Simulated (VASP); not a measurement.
# AlN (Cmc2_1) in VASP: single point with HSE06

Aim: the single point of AlN with HSE06.

Everything below comes from runs of VASP 6.6.1. Logs are shortened: lines on timing, memory, paths and dates and some standing lists are left out, and cuts for length are marked.

## (1) The cell of the first run

It takes space group Cmc2_1 (No. 36, orthorhombic). The conventional cell has a = 3.250 Å, b = 5.253 Å, c = 5.210 Å, α = 90.00°, β = 90.00°, γ = 90.00°. Within 2.5 Å of Al (site symmetry m) lie 4 N at 1.91 to 1.96 Å. Within 2.5 Å of N (site symmetry m) lie 4 Al at 1.91 to 1.96 Å.

## (2) Single point, HSE06

Contents of POSCAR:

```
AlN
1.0
    3.2500000000      0.0000000000      0.0000000000
    0.0000000000      5.2100000000      0.0000000000
    0.0000000000      0.0000000000      5.2525199128
Al N
4 4
Direct
    0.0000000000      0.0017252217      0.0017407679
    0.5000000000      0.5017252217      0.1649258988
    0.5000000000      0.0017252217      0.5017407679
    0.0000000000      0.5017252217      0.6649258988
    0.0000000000      0.3782747783      0.0067319733
    0.5000000000      0.8782747783      0.1599346934
    0.5000000000      0.3782747783      0.5067319733
    0.0000000000      0.8782747783      0.6599346934
```

Contents of INCAR.step1:

```
SYSTEM = AlN
ALGO = Normal ; EDIFF = 1E-5
ENCUT = 520 ; GGA = PE
ISIF = 2 ; ISMEAR = 0
LASPH = .TRUE. ; LCHARG = .FALSE.
LREAL = .FALSE. ; LWAVE = .TRUE.
NBANDS = 26 ; NELM = 100
PREC = Accurate ; SIGMA = 0.01
```

Contents of INCAR.step2:

```
SYSTEM = AlN
ALGO = Normal ; EDIFF = 1E-7
ENCUT = 520 ; GGA = PE
HFSCREEN = 0.2079 ; ISIF = 2
ISMEAR = 0 ; ISTART = 1
LASPH = .TRUE. ; LCHARG = .FALSE.
LHFCALC = .TRUE. ; LREAL = .FALSE.
LWAVE = .FALSE. ; NBANDS = 26
NELM = 100 ; PREC = Accurate
PRECFOCK = Fast ; SIGMA = 0.01
```

Contents of KPOINTS:

```
k-points
0
G
  4 3 3
  0 0 0
```

Potentials or basis: VASP PAW PBE potentials, release 64 (Al, N).

The run is started by

```console
$ cat potpaw_PBE.64/Al/POTCAR potpaw_PBE.64/N/POTCAR > POTCAR
$ cp INCAR.step1 INCAR
$ mpirun -np 1 vasp_std > vasp.out
$ cp INCAR.step2 INCAR
$ mpirun -np 1 vasp_std > vasp.out
```

OUTCAR:

```text
SYSTEM = AlN
   EDIFF = 1E-7
   ENCUT = 520
   GGA = PE
   HFSCREEN = 0.2079
   ISIF = 2
   ISMEAR = 0
   ISTART = 1
   LASPH = .TRUE.
   LHFCALC = .TRUE.
   LREAL = .FALSE.
   NELM = 100
   PREC = Accurate
   PRECFOCK = Fast

 ion  position               nearest neighbor table
   1  0.000  0.002  0.002-   8 1.91   6 1.94   6 1.94   5 1.96   3 3.09   3 3.09   3 3.09   3 3.09
                             4 3.15   4 3.15   2 3.19   2 3.19   2 3.19   2 3.19
   2  0.500  0.502  0.165-   7 1.91   5 1.94   5 1.94   6 1.96   4 3.09   4 3.09   4 3.09   4 3.09
                             3 3.15   3 3.15   1 3.19   1 3.19   1 3.19   1 3.19
   3  0.500  0.002  0.502-   6 1.91   8 1.94   8 1.94   7 1.96   1 3.09   1 3.09   1 3.09   1 3.09
                             2 3.15   2 3.15   4 3.19   4 3.19   4 3.19   4 3.19
   4  0.000  0.502  0.665-   5 1.91   7 1.94   7 1.94   8 1.96   2 3.09   2 3.09   2 3.09   2 3.09
                             1 3.15   1 3.15   3 3.19   3 3.19   3 3.19   3 3.19
   5  0.000  0.378  0.007-   4 1.91   2 1.94   2 1.94   1 1.96
   6  0.500  0.878  0.160-   3 1.91   1 1.94   1 1.94   2 1.96
   7  0.500  0.378  0.507-   2 1.91   4 1.94   4 1.94   3 1.96
   8  0.000  0.878  0.660-   1 1.91   3 1.94   3 1.94   4 1.96

  LATTYP: Found a simple orthorhombic cell.
 ALAT       =     3.2500000000
 B/A-ratio  =     1.6030769231
 C/A-ratio  =     1.6161599732

  Lattice vectors:

 A1 = (   3.2500000000,   0.0000000000,   0.0000000000)
 A2 = (   0.0000000000,   5.2100000000,   0.0000000000)
 A3 = (   0.0000000000,   0.0000000000,   5.2525199128)

Analysis of symmetry for initial positions (statically):
=====================================================================
 Subroutine PRICEL returns following result:

  LATTYP: Found a base centered orthorhombic cell.
 ALAT       =     3.2500000000
 B/A-ratio  =     1.6161599732
 C/A-ratio  =     1.6030769231

  Lattice vectors:

 A1 = (   1.6250000000,   0.0000000000,   2.6262599564)
 A2 = (   1.6250000000,   0.0000000000,  -2.6262599564)
 A3 = (   0.0000000000,   5.2100000000,   0.0000000000)

   2 primitive cells build up your supercell.

 Routine SETGRP: Setting up the symmetry group for a
 simple orthorhombic supercell.

 Subroutine GETGRP returns: Found  4 space group operations
 (whereof  2 operations were pure point group operations)
 out of a pool of  8 trial point group operations.

The static configuration has the point symmetry C_1h.
 The point group associated with its full space group is C_2v.

Analysis of symmetry for dynamics (positions and initial velocities):
=====================================================================
 Subroutine PRICEL returns following result:

  LATTYP: Found a base centered orthorhombic cell.
 ALAT       =     3.2500000000
 B/A-ratio  =     1.6161599732
 C/A-ratio  =     1.6030769231

  Lattice vectors:

 A1 = (   1.6250000000,   0.0000000000,   2.6262599564)
 A2 = (   1.6250000000,   0.0000000000,  -2.6262599564)
 A3 = (   0.0000000000,   5.2100000000,   0.0000000000)

   2 primitive cells build up your supercell.

 Routine SETGRP: Setting up the symmetry group for a
 simple orthorhombic supercell.

 Subroutine GETGRP returns: Found  4 space group operations
 (whereof  2 operations were pure point group operations)
 out of a pool of  8 trial point group operations.

The dynamic configuration has the point symmetry C_1h.
 The point group associated with its full space group is C_2v.

 Subroutine INISYM returns: Found  4 space group operations
 (whereof  2 operations are pure point group operations),
 and found     2 'primitive' translations

----------------------------------------------------------------------------------------

                                     Primitive cell

  volume of cell :      44.4691

  direct lattice vectors                    reciprocal lattice vectors
     1.625000000  0.000000000  2.626259956     0.307692308  0.000000000  0.190384809
[... 25 lines left out ...]
 generate k-points for:    4    3    3

 Generating k-lattice:

  Cartesian coordinates                     Fractional coordinates (reciprocal lattice)
     0.076923077  0.000000000  0.000000000     0.250000000  0.000000000  0.000000000
     0.000000000  0.063979527  0.000000000     0.000000000  0.333333333  0.000000000
     0.000000000  0.000000000  0.063461603     0.000000000  0.000000000  0.333333333

  Length of vectors
     0.076923077  0.063979527  0.063461603

  Shift w.r.t. Gamma in fractional coordinates (k-lattice)
     0.000000000  0.000000000  0.000000000

 Subroutine IBZKPT returns following result:
 ===========================================

 Found     12 irreducible k-points:

 Following reciprocal coordinates:
            Coordinates               Weight
  0.000000  0.000000  0.000000      1.000000
  0.250000  0.000000  0.000000      2.000000
  0.500000  0.000000  0.000000      1.000000
  0.000000  0.333333  0.000000      2.000000
  0.250000  0.333333  0.000000      4.000000
  0.500000  0.333333  0.000000      2.000000
  0.000000  0.000000  0.333333      2.000000
  0.250000  0.000000  0.333333      4.000000
  0.500000  0.000000  0.333333      2.000000
  0.000000  0.333333  0.333333      4.000000
  0.250000  0.333333  0.333333      8.000000
  0.500000  0.333333  0.333333      4.000000
   k-points           NKPTS =     12   k-points in BZ     NKDIM =     36   number of bands    NBANDS=     26
   number of dos      NEDOS =    301   number of ions     NIONS =      8
   total plane-waves  NPLWV =  38400
   dimension x,y,z NGX =    24 NGY =   40 NGZ =   40
   dimension x,y,z NGXF=    48 NGYF=   80 NGZF=   80
   ions per type =               4   4
   NGX,Y,Z   is equivalent  to a cutoff of  12.28, 12.76, 12.66 a.u.
   NGXF,Y,Z  is equivalent  to a cutoff of  24.55, 25.53, 25.32 a.u.
 SYSTEM =  AlN
   PREC   = accura    normal or accurate (medium, high low for compatibility)
   ISTART =      1    job   : 0-new  1-cont  2-samecut
   ICHARG =      0    charge: 1-file 2-atom 10-const
   ISPIN  =      1    spin polarized calculation?
   LNONCOLLINEAR =      F non collinear calculations
   LSORBIT =      F    spin-orbit coupling
   LASPH  =      T    aspherical Exc in radial PAW
   ENCUT  =  520.0 eV  38.22 Ry    6.18 a.u.   6.04  9.69  9.77*2*pi/ulx,y,z
   NELM   =    100;   NELMIN=  2; NELMDL=  0     # of ELM steps
   EDIFF  = 0.1E-06   stopping-criterion for ELM
   LREAL  =      F    real-space projection
   EDIFFG = 0.1E-05   stopping-criterion for IOM
   NSW    =      0    number of steps for IOM
   IBRION =     -1    ionic relax: 0-MD 1-quasi-New 2-CG
   NFREE  =      0    steps in history (QN), initial steepest desc. (CG)
   ISIF   =      2    stress and relaxation
   ISYM   =      3    0-nonsym 1-usesym 2-fastsym
   POTIM  = 0.5000    time-step for ionic-motion
   TEBEG  =    0.0;   TEEND  =   0.0 temperature during run
   PSTRESS=    0.0 pullay stress
   NELECT =      32.0000    total number of electrons
   NUPDOWN=      -1.0000    fix difference up-down
   EMIN   =  10.00;   EMAX   =-10.00  energy-range for DOS
   EFERMI =   0.00;   METHOD = LEGACY
   ISMEAR =     0;   SIGMA  =   0.01  broadening in eV -4-tet -1-fermi 0-gaus
   EFERMI_NEDOS =   21; number of points for ismear=-14 and -15
   IALGO  =     38    algorithm
   IMIX   =      1    mixing-type and parameters
     AMIX     =   0.40;   BMIX     =  1.00
     AMIX_MAG =   1.60;   BMIX_MAG =  1.00
  volume/ion in A,a.u.               =      11.12        75.02
  Fermi-wavevector in a.u.,A,eV,Ry     =   1.164381  2.200362 18.446559  1.355784
  Thomas-Fermi vector in A             =   2.300920
   LORBIT       =      0    0 simple, 1 ext, 2 COOP (PROOUT), +10 PAW based schemes
   GGA     = PE    functional components
   LHFCALC =     T    Hartree Fock is set to
   PRECFOCK=fast      Normal, Fast or Accurate (Low or Medium for compatibility)
   ENCUT4O =  -1.0   cutoff for four orbital integrals eV
   NKREDX  =     1    reduce k-point grid by
   NKREDY  =     1    reduce k-point grid by
   NKREDZ  =     1    reduce k-point grid by
   AEXX    =    0.2500 exact exchange contribution
   HFSCREEN=    0.2079 screening length (either q_TF or 0.3 A-1)
   HFSCREENC=   0.2079 screening length for correlation (either q_TF or 0.3 A-1)
   ENCUTFOCK=  -1.0 apply spherical cutoff to Coloumb kernel
   IVDW    =     0    specifies the selected vdW correction
   LEPSILON=     F    determine dielectric tensor
   LRPA    =     F    only Hartree local field effects (RPA)
 non-spin polarized calculation
 Gauss-broadening in eV      SIGMA  =   0.01
  energy-cutoff  :      520.00
  volume of cell :       88.94
 maximum number of plane-waves:      2410
  NGX = 14; NGY = 24; NGZ = 24

 number of electron      32.0000003 magnetization

 Free energy of the ion-electron system (eV)
  ---------------------------------------------------
  ext. energy  EPLUGINS =         0.00000000
  ---------------------------------------------------
  free energy    TOTEN  =       -69.29503446 eV

  energy without entropy =      -69.29503446  energy(sigma->0) =      -69.29503446

 E-fermi :   4.8608     XC(G=0):  -8.7901

 val. band max:        4.7638625067   @ k =   0.0000   0.0000   0.0000
 cond. band min:       9.5405333836   @ k =   0.0000   0.0000   0.0000
 fundamental gap:      4.7766708769
 Fermi energy:         4.8608256754

 k-point     1 :       0.0000    0.0000    0.0000
  band No.  band energies     occupation
      1     -11.6252      2.00000
      2      -9.6788      2.00000
      3      -9.5033      2.00000
      4      -8.8923      2.00000
      5      -1.6448      2.00000
      6      -0.8767      2.00000
[... 337 lines left out ...]
     25      16.2463      0.00000
     26      16.2463      0.00000

------------------------ aborting loop because EDIFF is reached ----------------------------------------

  FORCE on cell =-STRESS in cart. coord.  units (eV):
  Direction    XX          YY          ZZ          XY          YZ          ZX
  --------------------------------------------------------------------------------------
  -------------------------------------------------------------------------------------
  Total       -9.8888012    -10.8804518     -0.8639408      0.0000000      0.0000000      0.0000000
  in kB     -178.1416369   -196.0057085    -15.5634467      0.0000000      0.0000000      0.0000000
  external PRESSURE =    -129.9035974 kB  Pullay stress =       0.0000000 kB

 VOLUME and BASIS-vectors are now :
 -----------------------------------------------------------------------------
  energy-cutoff  :      520.00
  volume of cell :       88.94
      direct lattice vectors                 reciprocal lattice vectors
     3.250000000  0.000000000  0.000000000     0.307692308  0.000000000  0.000000000
     0.000000000  5.210000000  0.000000000     0.000000000  0.191938580  0.000000000
     0.000000000  0.000000000  5.252519913     0.000000000  0.000000000  0.190384809

 POSITION                                       TOTAL-FORCE (eV/Angst)
 -----------------------------------------------------------------------------------
      0.00000      0.00899      0.00914         0.000000     -0.025153     -0.026451
      1.62500      2.61399      0.86628         0.000000     -0.025153      0.026451
      1.62500      0.00899      2.63540         0.000000     -0.025153     -0.026451
      0.00000      2.61399      3.49254         0.000000     -0.025153      0.026451
      0.00000      1.97081      0.03536         0.000000      0.025153     -0.026851
      1.62500      4.57581      0.84006         0.000000      0.025153      0.026851
      1.62500      1.97081      2.66162        -0.000000      0.025153     -0.026851
      0.00000      4.57581      3.46632         0.000000      0.025153      0.026851
 -----------------------------------------------------------------------------------
    total drift:                                0.000000     -0.000531      0.000060

  FREE ENERGIE OF THE ION-ELECTRON SYSTEM (eV)
  ---------------------------------------------------
  free  energy   TOTEN  =       -69.2950344642 eV

  energy  without entropy=      -69.2950344642  energy(sigma->0) =      -69.29503446
```

Run time: 8.3 min. Hardware: 1 thread of Intel Xeon Platinum 8488C (Sapphire Rapids), shared host; peak memory 0.31 GiB.

Results:

```yaml
Free_energy: -69.2950 eV
Pressure: -13.0 GPa
Largest_force: 0.037 eV/Å
Band_gap_on_the_k_mesh: 4.78 eV
```

Forces in eV/Å, atoms in the order of the input:
```
Al   0.000 -0.025 -0.026
Al   0.000 -0.025  0.026
Al   0.000 -0.025 -0.026
Al   0.000 -0.025  0.026
N    0.000  0.025 -0.027
N    0.000  0.025  0.027
N    0.000  0.025 -0.027
N    0.000  0.025  0.027
```

Stress tensor (GPa, compression positive):
```
-17.81   0.00   0.00
  0.00 -19.60   0.00
  0.00   0.00  -1.56
```

Levels at points of the mesh, in eV from the valence-band top:
```tsv
k point	band 14	band 15	band 16	band 17	band 18	band 19
(0.00, 0.00, 0.00)	-0.39	-0.26	0.00	4.78	6.36	6.41
(0.50, 0.00, 0.00)	-1.94	-1.60	-1.60	6.80	6.80	9.13
```

Caveat: the k points lie up to 0.48 Å⁻¹ apart; the PAW data sets were made with another functional, which shifts forces and pressure a little.
